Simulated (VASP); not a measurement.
# Ti12B in VASP: relaxation of the atoms with LDA

Aim: the relaxation of the atoms of Ti12B with LDA.

Program: VASP 6.6.1. These are calculated values, not measurements. Logs are shortened: lines on timing, memory, paths and dates and some standing lists are left out, and cuts for length are marked.

## (1) The cell of the first run

The cell holds a slab with vacuum, 13 atoms: a = 5.658 Å, b = 5.658 Å, c = 19.883 Å, α = 90.00°, β = 90.00°, γ = 120.00°.

## (2) Relaxation of the atoms, LDA

File INCAR:

```
  PREC = Accurate
  ENCUT = 450
  EDIFF = 1E-7
  ISMEAR = 0
  SIGMA = 0.1
  LREAL = False
  LASPH = True
  NELM = 120
  ALGO = Normal
  ISIF = 2
  LWAVE = False
  LCHARG = False
  LDIPOL = True
  IDIPOL = 3
  DIPOL = 0.5 0.5 0.325
  GGA = CA
  IBRION = 2
  NSW = 36
  EDIFFG = -0.025
  GGA_COMPAT = False
  NELMIN = 4
  NELMDL = -8
  KPAR = 4
```

File KPOINTS:

```
regular mesh
0
Gamma
  6 6 1
```

File POSCAR:

```
Ti12B
1.0
    5.6584013780      0.0000000000      0.0000000000
   -2.8292006890      4.9003193382      0.0000000000
    0.0000000000      0.0000000000     19.8826493670
Ti B
12 1
Selective dynamics
Direct
    0.3333333333      0.1666666667      0.2011804326  F F F
    0.3333333333      0.6666666667      0.2011804326  F F F
    0.8333333333      0.1666666667      0.2011804326  F F F
    0.8333333333      0.6666666667      0.2011804326  F F F
    0.1666666667      0.3333333333      0.3113966117  F F F
    0.1666666667      0.8333333333      0.3113966117  F F F
    0.6666666667      0.3333333333      0.3113966117  F F F
    0.6666666667      0.8333333333      0.3113966117  F F F
    0.0000000000      0.0000000000      0.4216062564  F F F
    0.0000000000      0.5000000000      0.4216062564  F F F
    0.5000000000      0.0000000000      0.4216062564  F F F
    0.5000000000      0.5000000000      0.4216062564  F F F
    0.1666666667      0.3333333333      0.4879957991  F F T
```

Potentials or basis: VASP PAW LDA potentials, release 64 (Ti_sv, B).

Started as:

```console
> cat potpaw_LDA.64/Ti_sv/POTCAR potpaw_LDA.64/B/POTCAR > POTCAR
> mpirun -np 4 vasp_std > vasp.out
```

OUTCAR:

```text
PREC = Accurate
   ENCUT = 450
   EDIFF = 1E-7
   ISMEAR = 0
   LREAL = False
   LASPH = True
   NELM = 120
   ISIF = 2
   GGA = CA
   IBRION = 2
   NSW = 36
   EDIFFG = -0.025
   NELMIN = 4
   NELMDL = -8

 ion  position               nearest neighbor table
   1  0.333  0.167  0.201-   5 2.73   7 2.73   6 2.73   3 2.83   3 2.83   2 2.83   2 2.83   4 2.83
                             4 2.83
   2  0.333  0.667  0.201-   6 2.73   8 2.73   5 2.73   4 2.83   4 2.83   3 2.83   1 2.83   1 2.83
                             3 2.83
   3  0.833  0.167  0.201-   7 2.73   5 2.73   8 2.73   1 2.83   1 2.83   2 2.83   4 2.83   4 2.83
                             2 2.83
   4  0.833  0.667  0.201-   8 2.73   6 2.73   7 2.73   2 2.83   2 2.83   1 2.83   3 2.83   3 2.83
                             1 2.83
   5  0.167  0.333  0.311-  12 2.73   9 2.73  10 2.73   1 2.73   3 2.73   2 2.73   7 2.83   7 2.83
                             6 2.83   6 2.83   8 2.83   8 2.83
   6  0.167  0.833  0.311-  11 2.73  10 2.73   9 2.73   2 2.73   4 2.73   1 2.73   8 2.83   8 2.83
                             7 2.83   5 2.83   5 2.83   7 2.83
   7  0.667  0.333  0.311-  10 2.73  11 2.73  12 2.73   3 2.73   1 2.73   4 2.73   5 2.83   5 2.83
                             6 2.83   8 2.83   8 2.83   6 2.83
   8  0.667  0.833  0.311-   9 2.73  12 2.73  11 2.73   4 2.73   2 2.73   3 2.73   6 2.83   6 2.83
                             5 2.83   7 2.83   7 2.83   5 2.83
   9  0.000  0.000  0.422-  13 2.10   8 2.73   5 2.73   6 2.73  11 2.83  11 2.83  10 2.83  10 2.83
                            12 2.83  12 2.83
  10  0.000  0.500  0.422-  13 2.10   7 2.73   6 2.73   5 2.73  12 2.83  12 2.83  11 2.83   9 2.83
                             9 2.83  11 2.83
  11  0.500  0.000  0.422-   6 2.73   7 2.73   8 2.73   9 2.83   9 2.83  12 2.83  12 2.83  10 2.83
                            10 2.83
  12  0.500  0.500  0.422-  13 2.10   5 2.73   8 2.73   7 2.73  10 2.83  10 2.83   9 2.83  11 2.83
                            11 2.83   9 2.83
  13  0.167  0.333  0.488-  12 2.10   9 2.10  10 2.10

  LATTYP: Found a hexagonal cell.
 ALAT       =     5.6584013780
 C/A-ratio  =     3.5138280300

  Lattice vectors:

 A1 = (   5.6584013780,   0.0000000000,   0.0000000000)
 A2 = (  -2.8292006890,   4.9003193382,   0.0000000000)
 A3 = (   0.0000000000,   0.0000000000,  19.8826493670)

Analysis of symmetry for initial positions (statically):
=====================================================================
 Subroutine PRICEL returns:
 Original cell was already a primitive cell.

 Routine SETGRP: Setting up the symmetry group for a
 hexagonal supercell.

 Subroutine GETGRP returns: Found  6 space group operations
 (whereof  2 operations were pure point group operations)
 out of a pool of 24 trial point group operations.

The static configuration has the point symmetry C_1h.
 The point group associated with its full space group is C_3v.

Analysis of symmetry for dynamics (positions and initial velocities):
=====================================================================
 Subroutine PRICEL returns:
 Original cell was already a primitive cell.

 Routine SETGRP: Setting up the symmetry group for a
 hexagonal supercell.

 Subroutine GETGRP returns: Found  6 space group operations
 (whereof  2 operations were pure point group operations)
 out of a pool of 24 trial point group operations.

The dynamic configuration has the point symmetry C_1h.
 The point group associated with its full space group is C_3v.

Analysis of constrained symmetry for selective dynamics:
=====================================================================
 Subroutine PRICEL returns:
 Original cell was already a primitive cell.

 Routine SETGRP: Setting up the symmetry group for a
 hexagonal supercell.

 Subroutine GETGRP returns: Found  6 space group operations
[... 153 lines left out ...]

 Free energy of the ion-electron system (eV)
  ---------------------------------------------------
  ext. energy  EPLUGINS =         0.00000000
  ---------------------------------------------------
  free energy    TOTEN  =      -100.95466574 eV

  energy without entropy =     -100.85358678  energy(sigma->0) =     -100.90412626

------------------------ aborting loop because EDIFF is reached ----------------------------------------

  FORCE on cell =-STRESS in cart. coord.  units (eV):
  Direction    XX          YY          ZZ          XY          YZ          ZX
  --------------------------------------------------------------------------------------
  -------------------------------------------------------------------------------------
  Total        0.6362925      0.6362925      1.1498236      0.0000000      0.0000000     -0.0000000
  in kB        1.8491623      1.8491623      3.3415610      0.0000000      0.0000000     -0.0000000
  external PRESSURE =       2.3466285 kB  Pullay stress =       0.0000000 kB

 VOLUME and BASIS-vectors are now :
 -----------------------------------------------------------------------------
  energy-cutoff  :      450.00
  volume of cell :      551.31
      direct lattice vectors                 reciprocal lattice vectors
     5.658401378  0.000000000  0.000000000     0.176728361  0.102034167  0.000000000
    -2.829200689  4.900319338  0.000000000     0.000000000  0.204068333  0.000000000
     0.000000000  0.000000000 19.882649367     0.000000000  0.000000000  0.050295108

 POSITION                                       TOTAL-FORCE (eV/Angst)
 -----------------------------------------------------------------------------------
      1.41460      0.81672      4.00000        -0.087488      0.050511      0.103000
     -0.00000      3.26688      4.00000         0.000000     -0.101022      0.103000
      4.24380      0.81672      4.00000         0.087488      0.050511      0.103000
      2.82920      3.26688      4.00000         0.000000     -0.000000      0.111495
      0.00000      1.63344      6.19139         0.000000     -0.000000     -0.848083
     -1.41460      4.08360      6.19139         0.093970      0.054254     -0.255974
      2.82920      1.63344      6.19139         0.000000     -0.108508     -0.255974
      1.41460      4.08360      6.19139        -0.093970      0.054254     -0.255974
      0.00000      0.00000      8.38265         0.000000     -0.239217      0.076041
     -1.41460      2.45016      8.38265        -0.207168      0.119609      0.076041
      2.82920      0.00000      8.38265         0.000000     -0.000000      1.001651
      1.41460      2.45016      8.38265         0.207168      0.119609      0.076041
      0.00000      1.63344      9.70265         0.000000     -0.000000     -0.034262
 -----------------------------------------------------------------------------------
    total drift:                                0.000003     -0.000002      0.004644

  FREE ENERGIE OF THE ION-ELECTRON SYSTEM (eV)
  ---------------------------------------------------
  free  energy   TOTEN  =      -100.9546657394 eV

  energy  without entropy=     -100.8535867815  energy(sigma->0) =     -100.90412626

--------------------------------------- Ionic step        2  -------------------------------------------

 number of electron     146.9999996 magnetization

 dipolmoment           0.000000      0.000000      0.096612 electrons x Angstroem

 Free energy of the ion-electron system (eV)
  ---------------------------------------------------
  ext. energy  EPLUGINS =         0.00000000
  ---------------------------------------------------
  free energy    TOTEN  =      -100.95470769 eV

  energy without entropy =     -100.85367733  energy(sigma->0) =     -100.90419251

 E-fermi :   0.0110     XC(G=0):  -5.3934

 val. band max:        0.0036296646   @ k =   0.5000  -0.0000   0.0000
 cond. band min:       0.0149316366   @ k =   0.5000  -0.0000   0.0000
 fundamental gap:      0.0113019719
 Fermi energy:         0.0110087808

 k-point     1 :       0.0000    0.0000    0.0000
  band No.  band energies     occupation
      1     -56.0418      2.00000
      2     -56.0249      2.00000
      3     -55.9048      2.00000
      4     -55.9048      2.00000
      5     -55.8935      2.00000
      6     -55.7591      2.00000
[... 605 lines left out ...]
     84       0.9103      0.00000
     85       1.1354      0.00000
 [bands above 85 left out]

------------------------ aborting loop because EDIFF is reached ----------------------------------------

 vacuum level on the upper side and lower side of the slab       (xc-potential included)         0.243        -0.404

  FORCE on cell =-STRESS in cart. coord.  units (eV):
  Direction    XX          YY          ZZ          XY          YZ          ZX
  --------------------------------------------------------------------------------------
  -------------------------------------------------------------------------------------
  Total        0.6576759      0.6576759      1.1711036      0.0000000      0.0000000     -0.0000000
  in kB        1.9113056      1.9113056      3.4034040      0.0000000      0.0000000     -0.0000000
  external PRESSURE =       2.4086718 kB  Pullay stress =       0.0000000 kB

 VOLUME and BASIS-vectors are now :
 -----------------------------------------------------------------------------
  energy-cutoff  :      450.00
  volume of cell :      551.31
      direct lattice vectors                 reciprocal lattice vectors
     5.658401378  0.000000000  0.000000000     0.176728361  0.102034167  0.000000000
    -2.829200689  4.900319338  0.000000000     0.000000000  0.204068333  0.000000000
     0.000000000  0.000000000 19.882649367     0.000000000  0.000000000  0.050295108

 POSITION                                       TOTAL-FORCE (eV/Angst)
 -----------------------------------------------------------------------------------
      1.41460      0.81672      4.00000        -0.087627      0.050592      0.102948
     -0.00000      3.26688      4.00000         0.000000     -0.101183      0.102948
      4.24380      0.81672      4.00000         0.087627      0.050592      0.102948
      2.82920      3.26688      4.00000         0.000000     -0.000000      0.111398
      0.00000      1.63344      6.19139         0.000000     -0.000000     -0.848440
     -1.41460      4.08360      6.19139         0.093935      0.054234     -0.255519
      2.82920      1.63344      6.19139         0.000000     -0.108467     -0.255519
      1.41460      4.08360      6.19139        -0.093935      0.054234     -0.255519
      0.00000      0.00000      8.38265         0.000000     -0.246398      0.070252
     -1.41460      2.45016      8.38265        -0.213387      0.123199      0.070252
      2.82920      0.00000      8.38265         0.000000     -0.000000      1.001136
      1.41460      2.45016      8.38265         0.213387      0.123199      0.070252
      0.00000      1.63344      9.70100         0.000000     -0.000000     -0.017136
 -----------------------------------------------------------------------------------
    total drift:                                0.000003     -0.000002      0.004927

  FREE ENERGIE OF THE ION-ELECTRON SYSTEM (eV)
  ---------------------------------------------------
  free  energy   TOTEN  =      -100.9547076867 eV

  energy  without entropy=     -100.8536773307  energy(sigma->0) =     -100.90419251

 reached required accuracy - stopping structural energy minimisation

 vacuum level on the upper side and lower side of the slab         5.420         4.758
```

Wall time 5.2 min (4 MPI ranks of Intel Xeon Platinum 8488C (Sapphire Rapids), shared host); peak memory 0.52 GiB.

What came out:

```
Free energy               : -100.9547 eV
Energy gained by relaxing : 0.0 meV/atom
Ionic steps               : 2
Band gap on the k mesh    : zero (an odd number of electrons rules out a gap without spin polarisation)
```

Final structure:
```xyz
13
Lattice="5.6584 0.0000 0.0000 -2.8292 4.9003 0.0000 0.0000 0.0000 19.8826" Properties=species:S:1:pos:R:3 pbc="T T T"
Ti    1.4146    0.8167    4.0000
Ti    0.0000    3.2669    4.0000
Ti    4.2438    0.8167    4.0000
Ti    2.8292    3.2669    4.0000
Ti    0.0000    1.6334    6.1914
Ti   -1.4146    4.0836    6.1914
Ti    2.8292    1.6334    6.1914
Ti    1.4146    4.0836    6.1914
Ti    0.0000    0.0000    8.3826
Ti   -1.4146    2.4502    8.3826
Ti    2.8292    0.0000    8.3826
Ti    1.4146    2.4502    8.3826
B     0.0000    1.6334    9.7010
```
